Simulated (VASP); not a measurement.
# AlCo (R3m) in VASP: notebook

Runs on AlCo. Level: PBE. Tasks: single point.

All numbers are computed with VASP 6.6.1; they aren't measurements. Logs are shortened: lines on timing, memory, paths and dates and some standing lists are left out, and cuts for length are marked.

## 1. The cell of the first run

The structure is trigonal, space group R3m (No. 160). The conventional cell has a = 4.033 Å, b = 4.033 Å, c = 4.940 Å, α = 90.00°, β = 90.00°, γ = 120.00°. Within 3.2 Å of Al (site symmetry 3m) lie 8 Co at 2.42 to 2.52 Å and 6 Al at 2.85 Å. Within 3.2 Å of Co (site symmetry 3m) lie 8 Al at 2.42 to 2.52 Å and 6 Co at 2.85 Å.

## 2. Single point, PBE

The input, INCAR:

```
PREC = Accurate
ENCUT = 520
EDIFF = 1E-6
ISMEAR = 0
SIGMA = 0.15
LREAL = False
LASPH = True
NELM = 60
ALGO = Fast
ISIF = 2
LWAVE = False
LCHARG = False
GGA = PE
NBANDS = 13
```

The input, KPOINTS:

```
Automatic mesh
0
Gamma
  22 22 22
```

The input, POSCAR:

```
AlCo
1.0
    2.8519024094      0.0000000000      0.0000000000
    0.0000000000      2.8519024094      0.0000000000
    0.0000000000      0.0000000000      2.8519024094
Al Co
1 1
Direct
    0.0000000000      0.0000000000      0.0000000000
    0.5101221954      0.5101221954      0.5101221954
```

Potentials or basis: VASP PAW PBE potentials, release 64 (Al, Co).

Run with:

```sh
> cat potpaw_PBE.64/Al/POTCAR potpaw_PBE.64/Co/POTCAR > POTCAR
> mpirun -np 1 vasp_std > vasp.out
```

OUTCAR:

```text
PREC = Accurate
   ENCUT = 520
   EDIFF = 1E-6
   ISMEAR = 0
   LREAL = False
   LASPH = True
   NELM = 60
   ISIF = 2
   GGA = PE

 ion  position               nearest neighbor table
   1  0.000  0.000  0.000-   2 2.42   2 2.45   2 2.45   2 2.45   2 2.49   2 2.49   2 2.49   2 2.52

   2  0.510  0.510  0.510-   1 2.42   1 2.45   1 2.45   1 2.45   1 2.49   1 2.49   1 2.49   1 2.52

  LATTYP: Found a simple cubic cell.
 ALAT       =     2.8519024094

  Lattice vectors:

 A1 = (   2.8519024094,   0.0000000000,   0.0000000000)
 A2 = (   0.0000000000,   2.8519024094,   0.0000000000)
 A3 = (   0.0000000000,   0.0000000000,   2.8519024094)

Analysis of symmetry for initial positions (statically):
=====================================================================
 Subroutine PRICEL returns:
 Original cell was already a primitive cell.

 Routine SETGRP: Setting up the symmetry group for a
 simple cubic supercell.

 Subroutine GETGRP returns: Found  6 space group operations
 (whereof  6 operations were pure point group operations)
 out of a pool of 48 trial point group operations.

The static configuration has the point symmetry C_3v.

Analysis of symmetry for dynamics (positions and initial velocities):
=====================================================================
 Subroutine PRICEL returns:
 Original cell was already a primitive cell.

 Routine SETGRP: Setting up the symmetry group for a
 simple cubic supercell.

 Subroutine GETGRP returns: Found  6 space group operations
 (whereof  6 operations were pure point group operations)
 out of a pool of 48 trial point group operations.

The dynamic configuration has the point symmetry C_3v.

 Subroutine INISYM returns: Found  6 space group operations
 (whereof  6 operations are pure point group operations),
 and found     1 'primitive' translations

----------------------------------------------------------------------------------------

                                     Primitive cell

  volume of cell :      23.1955

  direct lattice vectors                    reciprocal lattice vectors
     2.851902409  0.000000000  0.000000000     0.350643134  0.000000000  0.000000000
     0.000000000  2.851902409  0.000000000     0.000000000  0.350643134  0.000000000
     0.000000000  0.000000000  2.851902409     0.000000000  0.000000000  0.350643134

  length of vectors
     2.851902409  2.851902409  2.851902409     0.350643134  0.350643134  0.350643134

  position of ions in fractional coordinates (direct lattice)
     0.000000000  0.000000000  0.000000000
     0.510122195  0.510122195  0.510122195

  ion indices of the primitive-cell ions
   primitive index   ion index
                 1           1
                 2           2

----------------------------------------------------------------------------------------

 KPOINTS: Automatic mesh

Automatic generation of k-mesh.
 Grid dimensions read from file:
 generate k-points for:   22   22   22

 Generating k-lattice:

  Cartesian coordinates                     Fractional coordinates (reciprocal lattice)
     0.015938324  0.000000000  0.000000000     0.045454545  0.000000000  0.000000000
     0.000000000  0.015938324  0.000000000     0.000000000  0.045454545  0.000000000
     0.000000000  0.000000000  0.015938324     0.000000000  0.000000000  0.045454545

  Length of vectors
     0.015938324  0.015938324  0.015938324

  Shift w.r.t. Gamma in fractional coordinates (k-lattice)
     0.000000000  0.000000000  0.000000000

 Subroutine IBZKPT returns following result:
 ===========================================

 Found   1024 irreducible k-points:

 Following reciprocal coordinates:
            Coordinates               Weight
  0.000000  0.000000  0.000000      1.000000
  0.045455  0.000000  0.000000      6.000000
  0.090909  0.000000  0.000000      6.000000
  0.136364  0.000000  0.000000      6.000000
  0.181818  0.000000  0.000000      6.000000
  0.227273  0.000000  0.000000      6.000000
[... 16 lines left out ...]
  0.272727  0.045455  0.000000     12.000000
 -0.045455  0.272727  0.000000     12.000000
 [... further k-points ...]
   k-points           NKPTS =   1024   k-points in BZ     NKDIM =   1024   number of bands    NBANDS=     13
   number of dos      NEDOS =    301   number of ions     NIONS =      2
   total plane-waves  NPLWV =  13824
   dimension x,y,z NGX =    24 NGY =   24 NGZ =   24
   dimension x,y,z NGXF=    48 NGYF=   48 NGZF=   48
   ions per type =               1   1
   NGX,Y,Z   is equivalent  to a cutoff of  13.99, 13.99, 13.99 a.u.
   NGXF,Y,Z  is equivalent  to a cutoff of  27.98, 27.98, 27.98 a.u.
 SYSTEM =  unknown system
   PREC   = accura    normal or accurate (medium, high low for compatibility)
   ISTART =      0    job   : 0-new  1-cont  2-samecut
   ICHARG =      2    charge: 1-file 2-atom 10-const
   ISPIN  =      1    spin polarized calculation?
   LNONCOLLINEAR =      F non collinear calculations
   LSORBIT =      F    spin-orbit coupling
   LASPH  =      T    aspherical Exc in radial PAW
   ENCUT  =  520.0 eV  38.22 Ry    6.18 a.u.   5.30  5.30  5.30*2*pi/ulx,y,z
   NELM   =     60;   NELMIN=  2; NELMDL= -5     # of ELM steps
   EDIFF  = 0.1E-05   stopping-criterion for ELM
   LREAL  =      F    real-space projection
   EDIFFG = 0.1E-04   stopping-criterion for IOM
   NSW    =      0    number of steps for IOM
   IBRION =     -1    ionic relax: 0-MD 1-quasi-New 2-CG
   NFREE  =      0    steps in history (QN), initial steepest desc. (CG)
   ISIF   =      2    stress and relaxation
   ISYM   =      2    0-nonsym 1-usesym 2-fastsym
   POTIM  = 0.5000    time-step for ionic-motion
   TEBEG  =    0.0;   TEEND  =   0.0 temperature during run
   PSTRESS=    0.0 pullay stress
   NELECT =      12.0000    total number of electrons
   NUPDOWN=      -1.0000    fix difference up-down
   EMIN   =  10.00;   EMAX   =-10.00  energy-range for DOS
   EFERMI =   0.00;   METHOD = LEGACY
   ISMEAR =     0;   SIGMA  =   0.15  broadening in eV -4-tet -1-fermi 0-gaus
   EFERMI_NEDOS =   21; number of points for ismear=-14 and -15
   IALGO  =     68    algorithm
   IMIX   =      4    mixing-type and parameters
     AMIX     =   0.40;   BMIX     =  1.00
     AMIX_MAG =   1.60;   BMIX_MAG =  1.00
  volume/ion in A,a.u.               =      11.60        78.27
  Fermi-wavevector in a.u.,A,eV,Ry     =   1.314218  2.483511 23.499543  1.727168
  Thomas-Fermi vector in A             =   2.444486
   LORBIT       =      0    0 simple, 1 ext, 2 COOP (PROOUT), +10 PAW based schemes
   GGA     = PE    functional components
   LHFCALC =     F    Hartree Fock is set to
   AEXX    =    0.0000 exact exchange contribution
   IVDW    =     0    specifies the selected vdW correction
   LEPSILON=     F    determine dielectric tensor
   LRPA    =     F    only Hartree local field effects (RPA)
 non-spin polarized calculation
 RMM-DIIS sequential band-by-band and
 Gauss-broadening in eV      SIGMA  =   0.15
  energy-cutoff  :      520.00
  volume of cell :       23.20
 maximum number of plane-waves:       640
 NGX is ok and might be reduce to    24
   NGX = 11   NGY = 11   NGZ = 11

 number of electron      12.0000001 magnetization

 Free energy of the ion-electron system (eV)
  ---------------------------------------------------
  ext. energy  EPLUGINS =         0.00000000
  ---------------------------------------------------
  free energy    TOTEN  =       -11.98395391 eV

  energy without entropy =      -11.97451580  energy(sigma->0) =      -11.97923485

 E-fermi :  10.5354     XC(G=0): -12.2548

 val. band max:       10.5272979418   @ k =  -0.4091   0.4545   0.0909
 cond. band min:      10.5588923514   @ k =  -0.3636   0.5000   0.0909
 fundamental gap:      0.0315944096
 Fermi energy:        10.5353578710

 k-point     1 :       0.0000    0.0000    0.0000
  band No.  band energies     occupation
      1      -0.5126      2.00000
      2       7.5946      2.00000
      3       7.5946      2.00000
      4       9.7016      2.00000
      5       9.7060      2.00000
      6       9.7060      2.00000
      7      16.5013      0.00000
      8      16.5013      0.00000
      9      16.5095      0.00000
     10      19.2779      0.00000
     11      19.2779      0.00000
     12      25.6410      0.00000
     13      32.1067      0.00000

 k-point     2 :       0.0455    0.0000    0.0000
  band No.  band energies     occupation
      1      -0.4735      2.00000
      2       7.5913      2.00000
      3       7.6055      2.00000
      4       9.6813      2.00000
      5       9.6845      2.00000
      6       9.7070      2.00000
      7      16.0678      0.00000
      8      16.5564      0.00000
      9      16.5647      0.00000
     10      19.2730      0.00000
     11      19.6831      0.00000
     12      25.7666      0.00000
     13      31.5990      0.00000

 k-point     3 :       0.0909    0.0000    0.0000
  band No.  band energies     occupation
      1      -0.3563      2.00000
      2       7.5768      2.00000
      3       7.6376      2.00000
      4       9.6202      2.00000
      5       9.6231      2.00000
      6       9.7134      2.00000
      7      15.1726      0.00000
      8      16.7188      0.00000
      9      16.7268      0.00000
     10      19.2583      0.00000
     11      20.4858      0.00000
     12      26.1542      0.00000
     13      30.5921      0.00000
[... 305 lines left out ...]
 k-point    23 :       0.2727    0.0455    0.0000
  band No.  band energies     occupation
      1       0.9049      2.00000
      2       6.9885      2.00000
      3       7.9184      2.00000
      4       9.1425      2.00000
      5       9.1722      2.00000
      6       9.7488      2.00000
      7      11.7800      0.00000
      8      17.6352      0.00000
      9      18.3163      0.00000
     10      19.5763      0.00000
     11      23.3845      0.00000
     12      25.7967      0.00000
     13      26.2758      0.00000

 k-point    24 :      -0.0455    0.2727    0.0000
  band No.  band energies     occupation
      1       0.9049      2.00000
      2       6.9885      2.00000
      3       7.9183      2.00000
      4       9.1428      2.00000
      5       9.1723      2.00000
      6       9.7486      2.00000
      7      11.7797      0.00000
      8      17.6360      0.00000
      9      18.3163      0.00000
     10      19.5742      0.00000
     11      23.3873      0.00000
     12      25.7985      0.00000
     13      26.2760      0.00000

 [... further k-points ...]
[... 5 lines left out ...]
  --------------------------------------------------------------------------------------
  -------------------------------------------------------------------------------------
  Total       -0.0175578     -0.0175578     -0.0175578      0.0205683      0.0205683      0.0205683
  in kB       -1.2127618     -1.2127618     -1.2127618      1.4207109      1.4207109      1.4207109
  external PRESSURE =      -1.2127618 kB  Pullay stress =       0.0000000 kB

 VOLUME and BASIS-vectors are now :
 -----------------------------------------------------------------------------
  energy-cutoff  :      520.00
  volume of cell :       23.20
      direct lattice vectors                 reciprocal lattice vectors
     2.851902409  0.000000000  0.000000000     0.350643134  0.000000000  0.000000000
     0.000000000  2.851902409  0.000000000     0.000000000  0.350643134  0.000000000
     0.000000000  0.000000000  2.851902409     0.000000000  0.000000000  0.350643134

 POSITION                                       TOTAL-FORCE (eV/Angst)
 -----------------------------------------------------------------------------------
      0.00000      0.00000      0.00000         0.211164      0.211164      0.211164
      1.45482      1.45482      1.45482        -0.211164     -0.211164     -0.211164
 -----------------------------------------------------------------------------------
    total drift:                               -0.000001     -0.000001     -0.000001

  FREE ENERGIE OF THE ION-ELECTRON SYSTEM (eV)
  ---------------------------------------------------
  free  energy   TOTEN  =       -11.9839539065 eV

  energy  without entropy=      -11.9745157955  energy(sigma->0) =      -11.97923485
```

It took 2.8 min on 1 thread of Intel Xeon Platinum 8488C (Sapphire Rapids), shared host; peak memory 0.42 GiB.

Results:

- Free energy: -11.9840 eV
- Pressure: -0.1 GPa
- Largest force: 0.366 eV/Å
- Band gap on the k mesh: zero (band 6 reaches 12.93 eV, above the bottom of band 7 at 10.31 eV)

Forces in eV/Å, atoms in the order of the input:
```
Al   0.211  0.211  0.211
Co  -0.211 -0.211 -0.211
```

Caveat: the cell differs from its parent crystal (all Co atoms moved -0.050 Å, as atom 2 towards its neighbour atom 1 (Al) at 2.470 Å). Spin polarisation is off, so any magnetic state and its effect on volume and gap are missing.

## 3. Single point, PBE

The input, INCAR:

```
PREC = Accurate ; ENCUT = 520
EDIFF = 1E-7 ; ISMEAR = 0
SIGMA = 0.15 ; LREAL = False
LASPH = True ; NELM = 80
ALGO = Fast ; ISIF = 2
LWAVE = False ; LCHARG = True
GGA = PE ; LELF = True
LVHAR = True ; NBANDS = 13
```

KPOINTS is that of step 2.

POSCAR: that of step 2 with these lines changed.

```diff
@@ -9,2 +9,2 @@
     0.0000000000      0.0000000000      0.0000000000
-    0.5101221954      0.5101221954      0.5101221954
+    0.4949389023      0.4949389023      0.4949389023
```

Potentials or basis: VASP PAW PBE potentials, release 64 (Al, Co).

Run with:

```sh
> cat potpaw_PBE.64/Al/POTCAR potpaw_PBE.64/Co/POTCAR > POTCAR
> mpirun -np 1 vasp_std > vasp.out
```

Wall time 3.3 min (1 thread of Intel Xeon Platinum 8488C (Sapphire Rapids), shared host); peak memory 0.43 GiB.

Results (log left out):

```yaml
Free_energy: -11.9908 eV
Pressure: -0.1 GPa
Largest_force: 0.182 eV/Å
Band_gap_on_the_k_mesh: zero (band 6 reaches 12.93 eV, above the bottom of band 7 at 10.31 eV)
```

Forces in eV/Å, atoms in the order of the input:
```
Al  -0.105 -0.105 -0.105
Co   0.105  0.105  0.105
```

Levels at points of the mesh, in eV from the Fermi level:
| k point | band 3 | band 4 | band 5 | band 6 | band 7 | band 8 | band 9 | band 10 |
| --- | --- | --- | --- | --- | --- | --- | --- | --- |
| (0.00, 0.00, 0.00) | -2.94 | -0.83 | -0.83 | -0.83 | 5.97 | 5.97 | 5.97 | 8.74 |
| (0.50, 0.00, 0.00) | -2.35 | -1.70 | -1.70 | -0.72 | 0.19 | 8.41 | 10.61 | 10.61 |
| (0.50, 0.50, 0.00) | -2.66 | -2.66 | -1.49 | -1.49 | -0.23 | 2.43 | 3.45 | 12.74 |
| (0.50, 0.50, 0.50) | -3.92 | -0.19 | -0.19 | 2.40 | 2.40 | 2.40 | 4.10 | 5.32 |

Caveat: the cell differs from its parent crystal (all Co atoms moved +0.025 Å, as atom 2 towards its neighbour atom 1 (Al) at 2.470 Å).
